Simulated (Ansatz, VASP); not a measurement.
# Be3N2 in VASP and in Ansatz

```
Be N
1.0
     2.81778    0.00000    0.00000
    -1.40889    2.44027    0.00000
     0.00000    0.00000    4.66702
Be N
3 2
Direct
  0.96768 0.97634 0.98763
  0.63435 0.30967 0.63726
  0.30101 0.64301 0.33800
  0.33333 0.66667 0.74706
  0.66667 0.33333 0.25294
```

Change from the starting cell: all Be atoms moved -0.100 Å, as atom 1 along Cartesian [1 1 1].

Alike in both runs: task single point; functional LDA; k mesh 9 × 9 × 6; occupations gaussian, width 0.05 eV; no spin polarisation.

```csv
,VASP,Ansatz
version,VASP 6.6.1,Ansatz 0.2.0
potentials or method,"VASP PAW LDA potentials, release 64 (Be, N), cutoff 520 eV","scalar-relativistic, plane waves, PAW"
valence electrons in the cell,16,16
```

VASP gave:

```
gap on the k mesh at the Fermi level (eV)                     : 4.22
least direct gap on the mesh (eV)                             : 5.89
pressure (GPa)                                                : -8.0
traceless stress, the component that is largest in VASP (GPa) : 1.51
rms of the force components (eV/Å)                            : 0.515
```

Problem. What did Ansatz give for the same quantities?

Solution. gap on the k mesh at the Fermi level (eV): 4.23; least direct gap on the mesh (eV): 5.90; pressure (GPa): -8.6; traceless stress, the component that is largest in VASP (GPa): 1.51; rms of the force components (eV/Å): 0.518.

LDA's correlation is that of Perdew and Zunger in VASP and of Perdew and Wang (1992) in Ansatz. Atom by atom the forces differ by 0.005 eV/Å (rms over components).
